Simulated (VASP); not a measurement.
Wanted: the native input for a VASP 6.6.1 run.

```
Task                   : single point
Functional             : r2SCAN
Potentials or basis    : VASP PAW PBE potentials, release 64 (Ga_d, N_h)
Cutoff                 : 910 eV
k mesh                 : 10 × 10 × 10
Occupations            : gaussian, width 0.05 eV
Spin                   : no spin polarisation
Dipole correction      : no
Further INCAR settings : ALGO = Normal; EDIFF = 1e-06; NBANDS = 16
```

Crystal: GaN.

```
CELL_PARAMETERS angstrom
0.00000 2.24894 2.35014
2.24894 0.00000 2.35014
2.24894 2.24894 0.00000
ATOMIC_POSITIONS crystal
Ga 0.00000 0.00000 0.00000
N 0.75000 0.75000 0.75000
```

This cell differs from its parent crystal: strain +0.0450 x Voigt [0, 0, 1, 0, 0, 0].

One way to write it, as run:

POSCAR

```
GaN
1.0
    0.0000000000      2.2489367673      2.3501389218
    2.2489367673      0.0000000000      2.3501389218
    2.2489367673      2.2489367673      0.0000000000
Ga N
1 1
Direct
    0.0000000000      0.0000000000      0.0000000000
    0.7500000000      0.7500000000      0.7500000000
```

INCAR.step1

```
PREC = Accurate
ENCUT = 910
ISMEAR = 0
SIGMA = 0.05
LREAL = F
LASPH = T
NELM = 120
NBANDS = 16
GGA = PE
ALGO = Normal
EDIFF = 1E-5
LWAVE = T
LCHARG = F
GGA_COMPAT = F
```

INCAR.step2

```
PREC = Accurate
ENCUT = 910
EDIFF = 1E-6
ISMEAR = 0
SIGMA = 0.05
LREAL = F
LASPH = T
NELM = 120
ALGO = Normal
ISIF = 2
LWAVE = F
LCHARG = F
METAGGA = R2SCAN
LMIXTAU = T
NBANDS = 16
ISTART = 1
GGA_COMPAT = F
```

KPOINTS

```
regular mesh
0
Gamma
  10 10 10
```

Potentials or basis: VASP PAW PBE potentials, release 64 (Ga_d, N_h).

The run is started by

```console
$ cat potpaw_PBE.64/Ga_d/POTCAR potpaw_PBE.64/N_h/POTCAR > POTCAR
$ cp INCAR.step1 INCAR
$ mpirun -np 1 vasp_std > vasp.out
$ cp INCAR.step2 INCAR
$ mpirun -np 1 vasp_std > vasp.out
```

It gave:

The pressure is -7.2 GPa. The band gap on the k mesh is 1.78 eV.

Caveat: the cell differs from its parent crystal (strain +0.0450 x Voigt [0, 0, 1, 0, 0, 0]); the cutoff is under 1.25 times the usual one of these potentials, so pressure, stress and relaxed cells hold a basis-set (Pulay) error; the cell stands under tension; the PAW data sets were made with another functional, which shifts forces and pressure a little.

Run time: 5.7 min on 1 thread of AMD EPYC 7R43 64-Core Processor (Zen 3), with other jobs on the host, peak memory 0.22 GiB.
